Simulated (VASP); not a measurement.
Here is a VASP 6.6.1 calculation.

File INCAR:

```
ALGO = Normal
EDIFF = 1E-6
ENCUT = 1350
GGA = PS
GGA_COMPAT = F
ISIF = 2
ISMEAR = 0
LASPH = T
LCHARG = F
LREAL = F
LWAVE = F
NBANDS = 22
NELM = 120
PREC = Accurate
SIGMA = 0.05
```

The input KPOINTS:

```
k-points
0
Gamma
  4 4 2
```

POSCAR

```
F
1.0
    3.0918744823     -1.8057171343     -0.2384720332
    3.0918744823      1.8057171343     -0.2384720332
   -2.3162597996      0.0000000000      7.2278425575
F
4
Direct
    0.0848459664      0.0848459664      0.0940038325
    0.9151540336      0.9151540336      0.9059961675
    0.5015719855      0.5015719855      0.5937195244
    0.4984280145      0.4984280145      0.4062804756
```

Potentials or basis: VASP PAW PBE potentials, release 64 (F_h).

Command:

```console
$ cat potpaw_PBE.64/F_h/POTCAR > POTCAR
$ mpirun -np 1 vasp_std > vasp.out
```

Question: Predict the largest force.

Answer: 0.539 eV/Å.

Question: Estimate the pressure.

Answer: -1.5 GPa.

Question: Predict the band gap on the k mesh.

Answer: 2.91 eV (least direct gap 2.99 eV).

Stress tensor (GPa, compression positive):
```
-0.93  0.00 -0.18
 0.00 -0.51  0.00
-0.18  0.00 -3.18
```

Caveat: the k points lie up to 0.51 Å⁻¹ apart; this functional lacks dispersion, which holds the molecules together, so the pressure and a relaxed volume are unreliable; the PAW data sets were made with another functional, which shifts forces and pressure a little. A k mesh can miss the band edges.
